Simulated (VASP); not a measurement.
# NbCd3 (Pm-3m) in VASP: notebook

NbCd3 is run at these levels: PBE; tasks: single point, electric field gradients.

Everything below comes from runs of VASP 6.6.1. Logs are shortened: lines on timing, memory, paths and dates and some standing lists are left out, and cuts for length are marked.

## Step 1: The cell of the first run

It takes space group Pm-3m (No. 221, cubic). Conventional cell: a = 4.215 Å, b = 4.215 Å, c = 4.215 Å, α = 90.00°, β = 90.00°, γ = 90.00°. Nb (site symmetry m-3m) has 12 Cd at 2.98 Å within 3.9 Å. Within 3.9 Å of Cd (site symmetry 4/mmm) lie 4 Nb at 2.98 Å and 8 Cd at 2.98 Å.

## Step 2: Single point, PBE

POSCAR

```
NbCd3
1.0
    4.2150000000      0.0000000000      0.0000000000
    0.0000000000      4.2150000000      0.0000000000
    0.0000000000      0.0000000000      4.2150000000
Nb Cd
1 3
Direct
    0.0000000000      0.0000000000      0.0000000000
    0.0000000000      0.5000000000      0.5000000000
    0.5000000000      0.0000000000      0.5000000000
    0.5000000000      0.5000000000      0.0000000000
```

INCAR.step1

```
  PREC = Accurate
  ENCUT = 520
  EDIFF = 1E-6
  ISMEAR = -1
  SIGMA = 0.03
  LREAL = F
  LASPH = T
  NELM = 100
  ALGO = Fast
  ISIF = 2
  LWAVE = F
  LCHARG = T
  LMAXMIX = 4
  GGA = PE
  NBANDS = 32
```

KPOINTS.step1

```
regular mesh
0
Gamma
  8 8 8
```

INCAR.step2

```
  PREC = Accurate
  ENCUT = 520
  EDIFF = 1E-6
  ISMEAR = -5
  SIGMA = 0.03
  LREAL = F
  LASPH = T
  NELM = 100
  ALGO = Fast
  ISIF = 2
  LWAVE = F
  LCHARG = F
  LMAXMIX = 4
  GGA = PE
  LORBIT = 11
  NEDOS = 2001
  ICHARG = 11
```

KPOINTS.step2

```
regular mesh
0
Gamma
  12 12 12
```

Potentials or basis: VASP PAW PBE potentials, release 64 (Nb_sv, Cd).

Launch:

```
$ cat potpaw_PBE.64/Nb_sv/POTCAR potpaw_PBE.64/Cd/POTCAR > POTCAR
$ cp INCAR.step1 INCAR
$ cp KPOINTS.step1 KPOINTS
$ mpirun -np 1 vasp_std > vasp.out
$ cp INCAR.step2 INCAR
$ cp KPOINTS.step2 KPOINTS
$ mpirun -np 1 vasp_std > vasp.out
```

OUTCAR:

```text
PREC = Accurate
   ENCUT = 520
   EDIFF = 1E-6
   ISMEAR = -5
   LREAL = F
   LASPH = T
   NELM = 100
   ISIF = 2
   GGA = PE
   LORBIT = 11
   ICHARG = 11

 ion  position               nearest neighbor table
   1  0.000  0.000  0.000-   2 2.98   3 2.98   4 2.98   2 2.98   3 2.98   2 2.98   4 2.98   2 2.98
                             3 2.98   4 2.98   3 2.98   4 2.98
   2  0.000  0.500  0.500-   1 2.98   3 2.98   4 2.98   1 2.98   4 2.98   1 2.98   3 2.98   1 2.98
                             3 2.98   4 2.98   4 2.98   3 2.98
   3  0.500  0.000  0.500-   1 2.98   2 2.98   4 2.98   1 2.98   4 2.98   2 2.98   4 2.98   4 2.98
                             1 2.98   2 2.98   1 2.98   2 2.98
   4  0.500  0.500  0.000-   1 2.98   2 2.98   3 2.98   2 2.98   3 2.98   1 2.98   3 2.98   3 2.98
                             1 2.98   2 2.98   2 2.98   1 2.98

  LATTYP: Found a simple cubic cell.
 ALAT       =     4.2150000000

  Lattice vectors:

 A1 = (   4.2150000000,   0.0000000000,   0.0000000000)
 A2 = (   0.0000000000,   4.2150000000,   0.0000000000)
 A3 = (   0.0000000000,   0.0000000000,   4.2150000000)

Analysis of symmetry for initial positions (statically):
=====================================================================
 Subroutine PRICEL returns:
 Original cell was already a primitive cell.

 Routine SETGRP: Setting up the symmetry group for a
 simple cubic supercell.

 Subroutine GETGRP returns: Found 48 space group operations
 (whereof 48 operations were pure point group operations)
 out of a pool of 48 trial point group operations.

The static configuration has the point symmetry O_h .

Analysis of symmetry for dynamics (positions and initial velocities):
=====================================================================
 Subroutine PRICEL returns:
 Original cell was already a primitive cell.

 Routine SETGRP: Setting up the symmetry group for a
 simple cubic supercell.

 Subroutine GETGRP returns: Found 48 space group operations
 (whereof 48 operations were pure point group operations)
 out of a pool of 48 trial point group operations.

The dynamic configuration has the point symmetry O_h .

 Subroutine INISYM returns: Found 48 space group operations
 (whereof 48 operations are pure point group operations),
 and found     1 'primitive' translations

----------------------------------------------------------------------------------------

                                     Primitive cell

  volume of cell :      74.8846
[... 105 lines left out ...]
   PSTRESS=    0.0 pullay stress
   NELECT =      49.0000    total number of electrons
   NUPDOWN=      -1.0000    fix difference up-down
   EMIN   =  10.00;   EMAX   =-10.00  energy-range for DOS
   EFERMI =   0.00;   METHOD = LEGACY
   ISMEAR =    -5;   SIGMA  =   0.03  broadening in eV -4-tet -1-fermi 0-gaus
   EFERMI_NEDOS =   21; number of points for ismear=-14 and -15
   IALGO  =     68    algorithm
   IMIX   =      4    mixing-type and parameters
     AMIX     =   0.40;   BMIX     =  1.00
     AMIX_MAG =   1.60;   BMIX_MAG =  1.00
  volume/ion in A,a.u.               =      18.72       126.34
  Fermi-wavevector in a.u.,A,eV,Ry     =   1.421268  2.685807 27.483802  2.020002
  Thomas-Fermi vector in A             =   2.542096
   LORBIT       =     11    0 simple, 1 ext, 2 COOP (PROOUT), +10 PAW based schemes
   GGA     = PE    functional components
   LHFCALC =     F    Hartree Fock is set to
   AEXX    =    0.0000 exact exchange contribution
   IVDW    =     0    specifies the selected vdW correction
   LEPSILON=     F    determine dielectric tensor
   LRPA    =     F    only Hartree local field effects (RPA)
 non-spin polarized calculation
 RMM-DIIS sequential band-by-band and
 Fermi weights with tetrahedron method with Bloechl corrections
  energy-cutoff  :      520.00
  volume of cell :       74.88
 maximum number of plane-waves:      2040
 NGX is ok and might be reduce to    32

 number of electron      49.0000040 magnetization

 Free energy of the ion-electron system (eV)
  ---------------------------------------------------
  ext. energy  EPLUGINS =         0.00000000
  ---------------------------------------------------
  free energy    TOTEN  =       -11.75787553 eV

  energy without entropy =      -11.75787553  energy(sigma->0) =      -11.75787553

 E-fermi :   5.2564     XC(G=0): -11.9539

 val. band max:        5.3528849555   @ k =   0.0833   0.0000   0.0000
 cond. band min:       5.2695586835   @ k =   0.4167   0.4167   0.3333
 fundamental gap:     -0.0833262720
 Fermi energy:         5.2564021809

 k-point     1 :       0.0000    0.0000    0.0000
  band No.  band energies     occupation
      1     -49.6146      2.00000
      2     -25.6823      2.00000
      3     -25.6823      2.00000
      4     -25.6823      2.00000
      5      -4.4671      2.00000
      6      -4.2328      2.00000
[... 757 lines left out ...]
     28       7.9030      0.00000
     29      10.6700      0.00000

 [... further k-points ...]

------------------------ aborting loop because EDIFF is reached ----------------------------------------

  FORCE on cell =-STRESS in cart. coord.  units (eV):
  Direction    XX          YY          ZZ          XY          YZ          ZX
  --------------------------------------------------------------------------------------
  -------------------------------------------------------------------------------------
  Total        3.5713941      3.5713941      3.5713941      0.0000000      0.0000000     -0.0000000
  in kB       76.4109550     76.4109550     76.4109550      0.0000000      0.0000000     -0.0000000
  external PRESSURE =      76.4109550 kB  Pullay stress =       0.0000000 kB

 VOLUME and BASIS-vectors are now :
 -----------------------------------------------------------------------------
  energy-cutoff  :      520.00
  volume of cell :       74.88
      direct lattice vectors                 reciprocal lattice vectors
     4.215000000  0.000000000  0.000000000     0.237247924  0.000000000  0.000000000
     0.000000000  4.215000000  0.000000000     0.000000000  0.237247924  0.000000000
     0.000000000  0.000000000  4.215000000     0.000000000  0.000000000  0.237247924

 POSITION                                       TOTAL-FORCE (eV/Angst)
 -----------------------------------------------------------------------------------
      0.00000      0.00000      0.00000         0.000000      0.000000      0.000000
      0.00000      2.10750      2.10750         0.000000      0.000000      0.000000
      2.10750      0.00000      2.10750         0.000000      0.000000      0.000000
      2.10750      2.10750      0.00000         0.000000      0.000000      0.000000
 -----------------------------------------------------------------------------------
    total drift:                                0.000000     -0.000000     -0.000000

  FREE ENERGIE OF THE ION-ELECTRON SYSTEM (eV)
  ---------------------------------------------------
  free  energy   TOTEN  =       -11.7578755300 eV

  energy  without entropy=      -11.7578755300  energy(sigma->0) =      -11.75787553

 total charge

# of ion       s       p       d       tot
------------------------------------------
    1        2.126   5.970   2.485  10.580
    2        0.551   0.428   9.465  10.444
    3        0.551   0.428   9.465  10.444
    4        0.551   0.428   9.465  10.444
--------------------------------------------------
tot          3.780   7.253  30.880  41.913
```

OUTCAR.step1:

```text
PREC = Accurate
   ENCUT = 520
   EDIFF = 1E-6
   ISMEAR = -1
   LREAL = F
   LASPH = T
[... 1072 lines left out ...]
      0.00000      0.00000      0.00000         0.000000      0.000000      0.000000
      0.00000      2.10750      2.10750         0.000000      0.000000      0.000000
      2.10750      0.00000      2.10750         0.000000      0.000000      0.000000
      2.10750      2.10750      0.00000         0.000000      0.000000      0.000000
 -----------------------------------------------------------------------------------
    total drift:                                0.000000     -0.000000     -0.000000

  FREE ENERGIE OF THE ION-ELECTRON SYSTEM (eV)
  ---------------------------------------------------
  free  energy   TOTEN  =       -11.7574702534 eV

  energy  without entropy=      -11.7502525061  energy(sigma->0) =      -11.75386138
```

OSZICAR.step1:

```text
N       E                     dE             d eps       ncg     rms          rms(c)
DAV:   1     0.474492537078E+03    0.47449E+03   -0.26259E+04  2240   0.158E+03
DAV:   2     0.611304048460E+01   -0.46838E+03   -0.45425E+03  2512   0.492E+02
DAV:   3    -0.117959945103E+02   -0.17909E+02   -0.17418E+02  3176   0.960E+01
DAV:   4    -0.124702860123E+02   -0.67429E+00   -0.67206E+00  3144   0.153E+01
DAV:   5    -0.124823504509E+02   -0.12064E-01   -0.12061E-01  3048   0.176E+00    0.103E+01
RMM:   6    -0.118403853595E+02    0.64197E+00   -0.13773E+00  2448   0.910E+00    0.645E+00
RMM:   7    -0.117597880884E+02    0.80597E-01   -0.39543E-01  2523   0.339E+00    0.352E+00
RMM:   8    -0.117580549442E+02    0.17331E-02   -0.89493E-02  2851   0.205E+00    0.498E-01
RMM:   9    -0.117568936933E+02    0.11613E-02   -0.14712E-02  2931   0.103E+00    0.197E-01
RMM:  10    -0.117572095137E+02   -0.31582E-03   -0.43159E-03  3058   0.408E-01    0.636E-02
RMM:  11    -0.117573829014E+02   -0.17339E-03   -0.14560E-03  3403   0.231E-01    0.285E-02
RMM:  12    -0.117574348905E+02   -0.51989E-04   -0.49101E-04  3507   0.105E-01    0.227E-02
RMM:  13    -0.117574571685E+02   -0.22278E-04   -0.16369E-04  3428   0.638E-02    0.118E-02
RMM:  14    -0.117574624494E+02   -0.52809E-05   -0.77838E-05  3108   0.372E-02    0.159E-02
RMM:  15    -0.117574662983E+02   -0.38489E-05   -0.32962E-05  2546   0.205E-02    0.195E-02
RMM:  16    -0.117574684373E+02   -0.21390E-05   -0.14552E-05  2308   0.145E-02    0.189E-02
RMM:  17    -0.117574695119E+02   -0.10745E-05   -0.64547E-06  2021   0.112E-02    0.162E-02
RMM:  18    -0.117574702534E+02   -0.74152E-06   -0.34551E-06  1862   0.961E-03
   1 F= -.11757470E+02 E0= -.11753861E+02  d E =-.721775E-02
```

Run time: 2.4 min. Hardware: 1 thread of Intel Xeon Platinum 8488C (Sapphire Rapids), shared host; peak memory 0.28 GiB.

What came out:

```
Valence electrons inside the program's atomic spheres : Nb 10.58; Cd 10.44
```

Levels at points of the mesh, in eV from the Fermi level:
```csv
k point,band 21,band 22,band 23,band 24,band 25,band 26,band 27,band 28
"(0.00, 0.00, 0.00)",-0.92,-0.92,0.23,0.23,0.23,1.29,1.29,1.29
"(0.50, 0.00, 0.00)",-5.92,-0.89,-0.89,-0.80,1.07,1.20,3.32,4.29
"(0.50, 0.50, 0.00)",-3.17,-3.17,-3.17,-0.32,-0.32,1.17,1.87,2.20
"(0.50, 0.50, 0.50)",-2.40,-2.40,-2.36,-1.19,-1.19,-1.19,1.56,1.57
```

Caveat: tetrahedron occupations give inexact forces and stress in metals.

## Step 3: Electric field gradients, PBE

INCAR

```
SYSTEM = NbCd3
PREC = Accurate
ENCUT = 520
EDIFF = 1E-8
ISMEAR = -1
SIGMA = 0.03
LREAL = .FALSE.
LASPH = .TRUE.
NELM = 100
ALGO = Normal
ISIF = 2
LWAVE = .FALSE.
LCHARG = .FALSE.
GGA = PE
LEFG = .TRUE.
NBANDS = 32
```

KPOINTS

```
Automatic mesh
0
G
  8 8 8
  0 0 0
```

POSCAR is that of step 2.

Potentials or basis: VASP PAW PBE potentials, release 64 (Nb_sv, Cd).

Launch:

```
$ cat potpaw_PBE.64/Nb_sv/POTCAR potpaw_PBE.64/Cd/POTCAR > POTCAR
$ mpirun -np 1 vasp_std > vasp.out
```

OUTCAR:

```text
SYSTEM = NbCd3
   PREC = Accurate
   ENCUT = 520
   EDIFF = 1E-8
   ISMEAR = -1
   LREAL = .FALSE.
   LASPH = .TRUE.
   NELM = 100
   ISIF = 2
   GGA = PE

 ion  position               nearest neighbor table
   1  0.000  0.000  0.000-   2 2.98   3 2.98   4 2.98   2 2.98   3 2.98   2 2.98   4 2.98   2 2.98
                             3 2.98   4 2.98   3 2.98   4 2.98
   2  0.000  0.500  0.500-   1 2.98   3 2.98   4 2.98   1 2.98   4 2.98   1 2.98   3 2.98   1 2.98
                             3 2.98   4 2.98   4 2.98   3 2.98
   3  0.500  0.000  0.500-   1 2.98   2 2.98   4 2.98   1 2.98   4 2.98   2 2.98   4 2.98   4 2.98
                             1 2.98   2 2.98   1 2.98   2 2.98
   4  0.500  0.500  0.000-   1 2.98   2 2.98   3 2.98   2 2.98   3 2.98   1 2.98   3 2.98   3 2.98
                             1 2.98   2 2.98   2 2.98   1 2.98
[... 1075 lines left out ...]
   1      -0.000    -0.000     0.000    -0.000     0.000    -0.000
   2     112.284   -56.142   -56.142     0.000    -0.000     0.000
   3     -56.142   112.284   -56.142    -0.000     0.000     0.000
   4     -56.142   -56.142   112.284    -0.000    -0.000     0.000
---------------------------------------------------------------------

 Electric field gradients after diagonalization (V/A^2)
 (convention: |V_zz| > |V_xx| > |V_yy|)
----------------------------------------------------------------------
 ion       V_xx      V_yy      V_zz     asymmetry (V_yy - V_xx)/ V_zz
----------------------------------------------------------------------
   1      -0.000     0.000    -0.000      -1.258
   2     -56.142   -56.142   112.284       0.000
   3     -56.142   -56.142   112.284       0.000
   4     -56.142   -56.142   112.284       0.000
----------------------------------------------------------------------

           NMR quadrupolar parameters

 Cq : quadrupolar parameter    Cq=e*Q*V_zz/h
 eta: asymmetry parameters     (V_yy - V_xx)/ V_zz
 Q  : nuclear electric quadrupole moment in mb (millibarn)
----------------------------------------------------------------------
 ion       Cq(MHz)       eta       Q (mb)
----------------------------------------------------------------------
   1      -0.000      -1.258       1.000
   2       0.272       0.000       1.000
   3       0.272       0.000       1.000
   4       0.272       0.000       1.000
----------------------------------------------------------------------
```

OSZICAR:

```text
N       E                     dE             d eps       ncg     rms          rms(c)
DAV:   1     0.474492537078E+03    0.47449E+03   -0.26259E+04  2240   0.158E+03
DAV:   2     0.611304048460E+01   -0.46838E+03   -0.45425E+03  2512   0.492E+02
DAV:   3    -0.117959945103E+02   -0.17909E+02   -0.17418E+02  3176   0.960E+01
DAV:   4    -0.124702860123E+02   -0.67429E+00   -0.67206E+00  3144   0.153E+01
DAV:   5    -0.124823504509E+02   -0.12064E-01   -0.12061E-01  3048   0.176E+00    0.989E+00
DAV:   6    -0.118507845793E+02    0.63157E+00   -0.15430E+00  2904   0.111E+01    0.630E+00
DAV:   7    -0.117715521995E+02    0.79232E-01   -0.21732E-01  2688   0.348E+00    0.375E+00
DAV:   8    -0.117594896907E+02    0.12063E-01   -0.73987E-02  2920   0.219E+00    0.690E-01
DAV:   9    -0.117573588053E+02    0.21309E-02   -0.80964E-03  2984   0.681E-01    0.219E-01
DAV:  10    -0.117574764481E+02   -0.11764E-03   -0.85777E-04  2520   0.210E-01    0.303E-02
DAV:  11    -0.117574692077E+02    0.72405E-05   -0.47683E-05  3016   0.587E-02    0.131E-02
DAV:  12    -0.117574705807E+02   -0.13731E-05   -0.62042E-06  2800   0.206E-02    0.544E-03
DAV:  13    -0.117574708875E+02   -0.30680E-06   -0.53355E-07  2976   0.450E-03    0.858E-04
DAV:  14    -0.117574709426E+02   -0.55093E-07   -0.31638E-08  2112   0.108E-03    0.421E-04
DAV:  15    -0.117574709171E+02    0.25489E-07   -0.37136E-09  1376   0.543E-04    0.445E-05
DAV:  16    -0.117574709115E+02    0.56307E-08   -0.62444E-10  1320   0.214E-04
   1 F= -.11757471E+02 E0= -.11753863E+02  d E =-.721641E-02
```

stdout:

```text
POSCAR found type information on POSCAR NbCd
 POSCAR found :  2 types and       4 ions
 scaLAPACK will be used
 LDA part: xc-table for (Slater+PW92), standard interpolation
 POSCAR, INCAR and KPOINTS ok, starting setup
 FFT: planning ... GRIDC
 FFT: planning ... GRID_SOFT
 FFT: planning ... GRID
 WAVECAR not read
 entering main loop
ion   1

ion   2

ion   3

ion   4
```

It took 41 s on 1 thread of Intel Xeon Platinum 8488C (Sapphire Rapids), shared host; peak memory 0.21 GiB.

What came out:

| Item | Value |
| --- | --- |
| Free energy | -11.7575 eV |
| Pressure | 7.7 GPa |
| Band gap on the k mesh | zero (an odd number of electrons rules out a gap without spin polarisation) |
| Largest electric field gradient by atom | Nb -0.0; Cd +112.3 V/Å² |

Electric field gradients, principal values (V/Å²):
| atom | least | middle | greatest (by size) |
| --- | --- | --- | --- |
| 1 Nb | 0.000 | 0.000 | 0.000 |
| 2 Cd | -56.142 | -56.142 | 112.284 |
| 3 Cd | -56.142 | -56.142 | 112.284 |
| 4 Cd | -56.142 | -56.142 | 112.284 |

Caveat: the cell stands under pressure; without QUAD_EFG the Cq values of the log hold for a quadrupole moment of 1 mb, not for the nuclei.
